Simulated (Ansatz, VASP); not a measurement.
**Sr2CdPtC6N6 in VASP and in Ansatz**

```
Sr Cd Pt C N
1.0
     0.00000    5.17850    5.17850
     5.17850    0.00000    5.17850
     5.17850    5.17850    0.00000
Sr Cd Pt C N
2 1 1 6 6
Direct
  0.25000 0.25000 0.25000
  0.75000 0.75000 0.75000
  0.00000 0.00000 0.00000
  0.50000 0.50000 0.50000
  0.80680 0.19320 0.19320
  0.19320 0.80680 0.19320
  0.19320 0.19320 0.80680
  0.19320 0.80680 0.80680
  0.80680 0.19320 0.80680
  0.80680 0.80680 0.19320
  0.69383 0.30617 0.30617
  0.30617 0.69383 0.30617
  0.30617 0.30617 0.69383
  0.30617 0.69383 0.69383
  0.69383 0.30617 0.69383
  0.69383 0.69383 0.30617
```

Alike in both runs: task single point; functional PBE; k mesh 4 × 4 × 4; occupations gaussian, width 0.1 eV; collinear spin.

```csv
,VASP,Ansatz
version,VASP 6.6.1,Ansatz 0.2.0
potentials or method,"VASP PAW PBE potentials, release 64 (Sr_sv, Cd, Pt, C, N), cutoff 520 eV","scalar-relativistic, plane waves, PAW"
valence electrons in the cell,96,112
```

Ansatz gave:

```
gap on the k mesh at the Fermi level (eV)                     : none
pressure (GPa)                                                : 22.6
rms of the force components (eV/Å)                            : 1.693
net moment per atom (μB)                                      : 0.13
size of the moment on the site where the two differ most (μB) : 0.94
```

Q: Estimate VASP's values.

A: gap on the k mesh at the Fermi level (eV): none; pressure (GPa): 22.6; rms of the force components (eV/Å): 1.462; net moment per atom (μB): 0.00; size of the moment on the site where the two differ most (μB): 0.00.

The net moments are unlike, so the other rows may belong to different states. Site moments also hang on the region over which each program counts them. Atom by atom the forces differ by 0.342 eV/Å (rms over components). A gap of «none» marks a metal or a gap that the smearing closes. VASP's potentials hold 96 valence electrons a cell and Ansatz's 112, so a difference there can come from the potentials and not from the codes.

Spin-orbit coupling is off throughout. Noted on VASP's run: the standard files for N, O and F lose accuracy on very short bonds.
